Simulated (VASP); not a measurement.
# Al8Ru7 (a cell with a defect) in VASP: single point with PBE

Aim: the single point of Al8Ru7 (a cell with a defect) with PBE.

All numbers are computed with VASP 6.6.1; they aren't measurements. Logs are shortened: lines on timing, memory, paths and dates and some standing lists are left out, and cuts for length are marked.

## Step 1: The cell of the first run

The cell holds a defect, 15 atoms: a = 6.007 Å, b = 6.007 Å, c = 6.007 Å, α = 90.00°, β = 90.00°, γ = 90.00°.

## Step 2: Single point, PBE

Input file INCAR:

```
SYSTEM = Al8Ru7
PREC = Accurate
ENCUT = 520
EDIFF = 1E-6
ISMEAR = 1
SIGMA = 0.1
LREAL = Auto
LASPH = .TRUE.
NELM = 100
ALGO = Normal
ISIF = 2
LWAVE = .FALSE.
LCHARG = .FALSE.
GGA = PE
NBANDS = 74
```

Input file KPOINTS:

```
regular mesh
0
G
  3 3 3
  0 0 0
```

Input file POSCAR:

```
Al8Ru7
1.0
    6.0068828300      0.0000000000      0.0000000000
    0.0000000000      6.0068828300      0.0000000000
    0.0000000000      0.0000000000      6.0068828300
Al Ru
8 7
Direct
   -0.0002104253     -0.0025875317     -0.0001088751
   -0.0001484963     -0.0025683870      0.4977972910
   -0.0001977731      0.4994780296     -0.0001516594
   -0.0001481634      0.4994632133      0.4978325838
    0.5019160662     -0.0025916936     -0.0001153677
    0.5018509742     -0.0025866994      0.4977916308
    0.5018992521      0.4994893500     -0.0001501611
    0.5018349925      0.4994678746      0.4978260913
    0.2508507395      0.2484516582      0.2487989265
    0.2508392527      0.7484337763      0.2488172389
    0.2508507395      0.7484718992      0.7488399770
    0.7508465085      0.2484661416      0.2488630197
    0.7508393501      0.2484453322      0.7488294890
    0.7508513363      0.7484337763      0.2488601896
    0.7508549988      0.7484627430      0.7488175027
```

Potentials or basis: VASP PAW PBE potentials, release 64 (Al, Ru_pv).

Command:

```sh
cat potpaw_PBE.64/Al/POTCAR potpaw_PBE.64/Ru_pv/POTCAR > POTCAR
mpirun -np 1 vasp_std > vasp.out
```

OUTCAR:

```text
SYSTEM = Al8Ru7
   PREC = Accurate
   ENCUT = 520
   EDIFF = 1E-6
   ISMEAR = 1
   LREAL = Auto
   LASPH = .TRUE.
   NELM = 100
   ISIF = 2
   GGA = PE

 ion  position               nearest neighbor table
   1  1.000  0.997  1.000-  14 2.59  10 2.60  15 2.60  12 2.60   9 2.60  13 2.60  11 2.60   5 2.99
                             2 2.99   3 2.99   3 3.02   2 3.02   5 3.02
   2  1.000  0.997  0.498-  14 2.59  10 2.60  12 2.60  15 2.60  11 2.60   9 2.60  13 2.60   1 2.99
                             4 2.99   6 2.99   6 3.02   4 3.02   1 3.02
   3  1.000  0.499  1.000-  14 2.59  10 2.60  15 2.60  12 2.60  13 2.60   9 2.60  11 2.60   7 2.99
                             1 2.99   4 2.99   4 3.02   1 3.02   7 3.02
   4  1.000  0.499  0.498-  14 2.59  12 2.60  10 2.60  15 2.60  11 2.60  13 2.60   9 2.60   2 2.99
                             3 2.99   8 2.99   8 3.02   3 3.02   2 3.02
   5  0.502  0.997  1.000-  14 2.59  15 2.60  12 2.60  10 2.60  13 2.60   9 2.60  11 2.60   1 2.99
                             6 2.99   7 2.99   7 3.02   6 3.02   1 3.02
   6  0.502  0.997  0.498-  14 2.59  10 2.60  12 2.60  15 2.60  11 2.60   9 2.60  13 2.60   5 2.99
                             8 2.99   2 2.99   2 3.02   8 3.02   5 3.02
   7  0.502  0.499  1.000-  14 2.59  15 2.60  10 2.60  12 2.60  13 2.60   9 2.60  11 2.60   3 2.99
                             5 2.99   8 2.99   8 3.02   5 3.02   3 3.02
   8  0.502  0.499  0.498-  14 2.59  10 2.60  12 2.60  15 2.60  11 2.60   9 2.60  13 2.60   6 2.99
                             7 2.99   4 2.99   4 3.02   7 3.02   6 3.02
   9  0.251  0.248  0.249-   1 2.60   2 2.60   5 2.60   3 2.60   8 2.60   6 2.60   7 2.60   4 2.60
                            10 3.00  12 3.00  12 3.00  10 3.00
  10  0.251  0.748  0.249-   1 2.60   3 2.60   2 2.60   6 2.60   8 2.60   7 2.60   4 2.60   5 2.60
                            11 3.00   9 3.00  14 3.00  14 3.00   9 3.00  11 3.00
  11  0.251  0.748  0.749-   6 2.60   2 2.60   8 2.60   4 2.60   7 2.60   5 2.60   3 2.60   1 2.60
                            10 3.00  15 3.00  15 3.00  10 3.00
  12  0.751  0.248  0.249-   5 2.60   1 2.60   4 2.60   2 2.60   8 2.60   6 2.60   3 2.60   7 2.60
                            13 3.00  14 3.00   9 3.00   9 3.00  14 3.00  13 3.00
  13  0.751  0.248  0.749-   7 2.60   3 2.60   5 2.60   4 2.60   8 2.60   1 2.60   2 2.60   6 2.60
                            12 3.00  15 3.00  15 3.00  12 3.00
  14  0.751  0.748  0.249-   5 2.59   1 2.59   7 2.59   6 2.59   3 2.59   2 2.59   4 2.59   8 2.59
                            15 3.00  12 3.00  10 3.00  10 3.00  12 3.00  15 3.00
  15  0.751  0.748  0.749-   5 2.60   1 2.60   7 2.60   3 2.60   6 2.60   4 2.60   2 2.60   8 2.60
                            14 3.00  13 3.00  11 3.00  11 3.00  13 3.00  14 3.00

  LATTYP: Found a simple cubic cell.
 ALAT       =     6.0068828300

  Lattice vectors:

 A1 = (   6.0068828300,   0.0000000000,   0.0000000000)
 A2 = (   0.0000000000,   6.0068828300,   0.0000000000)
 A3 = (   0.0000000000,   0.0000000000,   6.0068828300)

Analysis of symmetry for initial positions (statically):
=====================================================================
 Subroutine PRICEL returns:
 Original cell was already a primitive cell.

 Routine SETGRP: Setting up the symmetry group for a
 simple cubic supercell.

 Subroutine GETGRP returns: Found  1 space group operations
 (whereof  1 operations were pure point group operations)
 out of a pool of 48 trial point group operations.

The static configuration has the point symmetry C_1 .

Analysis of symmetry for dynamics (positions and initial velocities):
=====================================================================
 Subroutine PRICEL returns:
 Original cell was already a primitive cell.

 Routine SETGRP: Setting up the symmetry group for a
 simple cubic supercell.

 Subroutine GETGRP returns: Found  1 space group operations
 (whereof  1 operations were pure point group operations)
 out of a pool of 48 trial point group operations.

The dynamic configuration has the point symmetry C_1 .

 Subroutine INISYM returns: Found  1 space group operations
 (whereof  1 operations are pure point group operations),
 and found     1 'primitive' translations

----------------------------------------------------------------------------------------

                                     Primitive cell

  volume of cell :     216.7442

  direct lattice vectors                    reciprocal lattice vectors
     6.006882830  0.000000000  0.000000000     0.166475696  0.000000000  0.000000000
[... 71 lines left out ...]
  0.000000  0.333333  0.000000      2.000000
  0.000000  0.000000  0.333333      2.000000
  0.333333  0.333333  0.000000      2.000000
  0.000000  0.333333  0.333333      2.000000
  0.333333  0.000000  0.333333      2.000000
 -0.333333  0.333333  0.000000      2.000000
 -0.333333  0.000000  0.333333      2.000000
  0.000000 -0.333333  0.333333      2.000000
  0.333333  0.333333  0.333333      2.000000
 -0.333333  0.333333  0.333333      2.000000
 -0.333333 -0.333333  0.333333      2.000000
  0.333333 -0.333333  0.333333      2.000000
   k-points           NKPTS =     14   k-points in BZ     NKDIM =     14   number of bands    NBANDS=     74
   number of dos      NEDOS =    301   number of ions     NIONS =     15
   total plane-waves  NPLWV = 110592
   dimension x,y,z NGX =    48 NGY =   48 NGZ =   48
   dimension x,y,z NGXF=    96 NGYF=   96 NGZF=   96
   ions per type =               8   7
   NGX,Y,Z   is equivalent  to a cutoff of  13.28, 13.28, 13.28 a.u.
   NGXF,Y,Z  is equivalent  to a cutoff of  26.57, 26.57, 26.57 a.u.
 SYSTEM =  Al8Ru7
   PREC   = accura    normal or accurate (medium, high low for compatibility)
   ISTART =      0    job   : 0-new  1-cont  2-samecut
   ICHARG =      2    charge: 1-file 2-atom 10-const
   ISPIN  =      1    spin polarized calculation?
   LNONCOLLINEAR =      F non collinear calculations
   LSORBIT =      F    spin-orbit coupling
   LASPH  =      T    aspherical Exc in radial PAW
   ENCUT  =  520.0 eV  38.22 Ry    6.18 a.u.  11.17 11.17 11.17*2*pi/ulx,y,z
   NELM   =    100;   NELMIN=  2; NELMDL= -5     # of ELM steps
   EDIFF  = 0.1E-05   stopping-criterion for ELM
   LREAL  =      T    real-space projection
   EDIFFG = 0.1E-04   stopping-criterion for IOM
   NSW    =      0    number of steps for IOM
   IBRION =     -1    ionic relax: 0-MD 1-quasi-New 2-CG
   NFREE  =      0    steps in history (QN), initial steepest desc. (CG)
   ISIF   =      2    stress and relaxation
   ISYM   =      2    0-nonsym 1-usesym 2-fastsym
   POTIM  = 0.5000    time-step for ionic-motion
   TEBEG  =    0.0;   TEEND  =   0.0 temperature during run
   PSTRESS=    0.0 pullay stress
   NELECT =     122.0000    total number of electrons
   NUPDOWN=      -1.0000    fix difference up-down
   EMIN   =  10.00;   EMAX   =-10.00  energy-range for DOS
   EFERMI =   0.00;   METHOD = LEGACY
   ISMEAR =     1;   SIGMA  =   0.10  broadening in eV -4-tet -1-fermi 0-gaus
   EFERMI_NEDOS =   21; number of points for ismear=-14 and -15
   IALGO  =     38    algorithm
   IMIX   =      4    mixing-type and parameters
     AMIX     =   0.40;   BMIX     =  1.00
     AMIX_MAG =   1.60;   BMIX_MAG =  1.00
  volume/ion in A,a.u.               =      14.45        97.51
  Fermi-wavevector in a.u.,A,eV,Ry     =   1.351696  2.554335 24.858951  1.827081
  Thomas-Fermi vector in A             =   2.479096
   LORBIT       =      0    0 simple, 1 ext, 2 COOP (PROOUT), +10 PAW based schemes
   GGA     = PE    functional components
   LHFCALC =     F    Hartree Fock is set to
   AEXX    =    0.0000 exact exchange contribution
   IVDW    =     0    specifies the selected vdW correction
   LEPSILON=     F    determine dielectric tensor
   LRPA    =     F    only Hartree local field effects (RPA)
 non-spin polarized calculation
 Methfessel and Paxton  Order N= 1 SIGMA  =   0.10
  energy-cutoff  :      520.00
  volume of cell :      216.74
 maximum number of plane-waves:      5868
 NGX is ok and might be reduce to    48
   NGX = 23   NGY = 23   NGZ = 23

 number of electron     121.9999979 magnetization

 Free energy of the ion-electron system (eV)
  ---------------------------------------------------
  ext. energy  EPLUGINS =         0.00000000
  ---------------------------------------------------
  free energy    TOTEN  =      -103.74731962 eV

  energy without entropy =     -103.73151079  energy(sigma->0) =     -103.74205001

 E-fermi :   9.4945     XC(G=0): -11.9904

 val. band max:        9.4940561542   @ k =  -0.3333   0.3333   0.0000
 cond. band min:       9.5701884565   @ k =  -0.3333  -0.3333   0.3333
 fundamental gap:      0.0761323023
 Fermi energy:         9.4945273128

 k-point     1 :       0.0000    0.0000    0.0000
  band No.  band energies     occupation
      1     -32.3156      2.00000
      2     -32.3155      2.00000
      3     -32.3155      2.00000
      4     -32.2875      2.00000
      5     -32.2874      2.00000
      6     -32.2874      2.00000
[... 1053 lines left out ...]
     72      13.7933      0.00000
     73      14.4378      0.00000
 [bands above 73 left out]

------------------------ aborting loop because EDIFF is reached ----------------------------------------

  FORCE on cell =-STRESS in cart. coord.  units (eV):
  Direction    XX          YY          ZZ          XY          YZ          ZX
  --------------------------------------------------------------------------------------
  -------------------------------------------------------------------------------------
  Total       -2.9993561     -3.0051510     -3.0028952      0.0028969     -0.0063371     -0.0024184
  in kB      -22.1712989    -22.2141345    -22.1974594      0.0214138     -0.0468443     -0.0178769
  external PRESSURE =     -22.1942976 kB  Pullay stress =       0.0000000 kB

 VOLUME and BASIS-vectors are now :
 -----------------------------------------------------------------------------
  energy-cutoff  :      520.00
  volume of cell :      216.74
      direct lattice vectors                 reciprocal lattice vectors
     6.006882830  0.000000000  0.000000000     0.166475696  0.000000000  0.000000000
     0.000000000  6.006882830  0.000000000     0.000000000  0.166475696  0.000000000
     0.000000000  0.000000000  6.006882830     0.000000000  0.000000000  0.166475696

 POSITION                                       TOTAL-FORCE (eV/Angst)
 -----------------------------------------------------------------------------------
      6.00562      5.99134      6.00623         0.002223      0.005221     -0.003686
      6.00599      5.99145      2.99021         0.001491      0.001508      0.002897
      6.00569      3.00031      6.00597         0.003433     -0.000657     -0.001472
      6.00599      3.00022      2.99042         0.001126     -0.002872      0.003422
      3.01495      5.99131      6.00619        -0.003807      0.002008     -0.002456
      3.01456      5.99134      2.99018        -0.002302      0.001988      0.002221
      3.01485      3.00037      6.00598        -0.004031     -0.002459     -0.002271
      3.01446      3.00025      2.99038        -0.002924     -0.002537      0.003519
      1.50683      1.49242      1.49451         0.000541     -0.000224      0.000238
      1.50676      4.49575      1.49462         0.001213      0.000153     -0.000129
      1.50683      4.49598      4.49819         0.000386     -0.000472     -0.000092
      4.51025      1.49251      1.49489         0.000553     -0.000733     -0.001057
      4.51020      1.49238      4.49813         0.000968     -0.000188     -0.000574
      4.51028      4.49575      1.49487         0.000737     -0.000115     -0.000394
      4.51030      4.49593      4.49806         0.000391     -0.000621     -0.000167
 -----------------------------------------------------------------------------------
    total drift:                                0.004064      0.014239      0.002409

  FREE ENERGIE OF THE ION-ELECTRON SYSTEM (eV)
  ---------------------------------------------------
  free  energy   TOTEN  =      -103.7473196182 eV

  energy  without entropy=     -103.7315107893  energy(sigma->0) =     -103.74205001
```

It took 12 min on 1 thread of Intel Xeon 8259CL, shared host; peak memory 0.4 GiB.

What came out:

* Free energy: -103.7473 eV
* Pressure: -2.2 GPa
* Largest force: 0.007 eV/Å
* Band gap on the k mesh: zero (bands 61 and 62 overlap by 0.82 eV)

Forces on the atoms (eV/Å):
```
Al   0.002  0.005 -0.004
Al   0.001  0.002  0.003
Al   0.003 -0.001 -0.001
Al   0.001 -0.003  0.003
Al  -0.004  0.002 -0.002
Al  -0.002  0.002  0.002
Al  -0.004 -0.002 -0.002
Al  -0.003 -0.003  0.004
Ru   0.001  0.000  0.000
Ru   0.001  0.000  0.000
Ru   0.000  0.000  0.000
Ru   0.001 -0.001 -0.001
Ru   0.001  0.000 -0.001
Ru   0.001  0.000  0.000
Ru   0.000 -0.001  0.000
```

The gap in the log of VASP goes by the Fermi energy; the results here count the filled bands.